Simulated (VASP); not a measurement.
Ga2O3: single point with r2SCAN

Ga2O3:

```
Ga O
1.0
     2.49973    1.44322    4.50032
    -2.49973    1.44322    4.50032
     0.00000   -2.88643    4.50032
Ga O
4 6
Direct
  0.85596 0.85596 0.85596
  0.64404 0.64404 0.64404
  0.14404 0.14404 0.14404
  0.35596 0.35596 0.35596
  0.05260 0.44740 0.75000
  0.75000 0.05260 0.44740
  0.44740 0.75000 0.05260
  0.94740 0.55260 0.25000
  0.25000 0.94740 0.55260
  0.55260 0.25000 0.94740
```

```
Program                : VASP 6.6.1
Task                   : single point
Functional             : r2SCAN
Potentials or basis    : VASP PAW PBE potentials, release 64 (Ga_d, O)
Cutoff                 : 520 eV
k mesh                 : 6 × 6 × 6
Occupations            : gaussian, width 0.1 eV
Spin                   : no spin polarisation
Dipole correction      : no
Further INCAR settings : ALGO = Normal; EDIFF = 1e-07; NBANDS = 55
```

```
Pressure               : -0.5 GPa
Largest force          : 0.117 eV/Å
Band gap on the k mesh : 3.42 eV (least direct gap 3.67 eV)
```

Forces on the atoms (eV/Å):
```
Ga   0.000  0.000 -0.117
Ga   0.000  0.000  0.117
Ga   0.000  0.000  0.117
Ga   0.000  0.000 -0.117
O    0.035  0.000  0.000
O   -0.017  0.030  0.000
O   -0.017 -0.030  0.000
O   -0.035  0.000  0.000
O    0.017 -0.030  0.000
O    0.017  0.030  0.000
```

Stress tensor (GPa, compression positive):
```
-0.12  0.00  0.00
 0.00 -0.12  0.00
 0.00  0.00 -1.35
```

Levels at points of the mesh, in eV from the valence-band top:
| k point | band 42 | band 43 | band 44 | band 45 | band 46 | band 47 |
| --- | --- | --- | --- | --- | --- | --- |
| (0.00, 0.00, 0.00) | -0.30 | -0.25 | -0.25 | 3.42 | 7.39 | 7.55 |
| (0.50, 0.00, 0.00) | -0.99 | -0.16 | -0.16 | 7.11 | 7.11 | 7.43 |
| (0.50, 0.50, 0.00) | -0.70 | -0.26 | -0.15 | 7.24 | 7.44 | 8.31 |
| (0.50, 0.50, 0.50) | -0.29 | -0.29 | -0.29 | 6.52 | 6.52 | 8.62 |

Wall time 23 min on 1 thread of Intel Xeon 8259CL, on a shared host, peak memory 0.33 GiB.

Caveat: the PAW data sets were made with another functional, which shifts forces and pressure a little. r2SCAN opens gaps a little over a GGA but as a rule still falls short of measured ones.
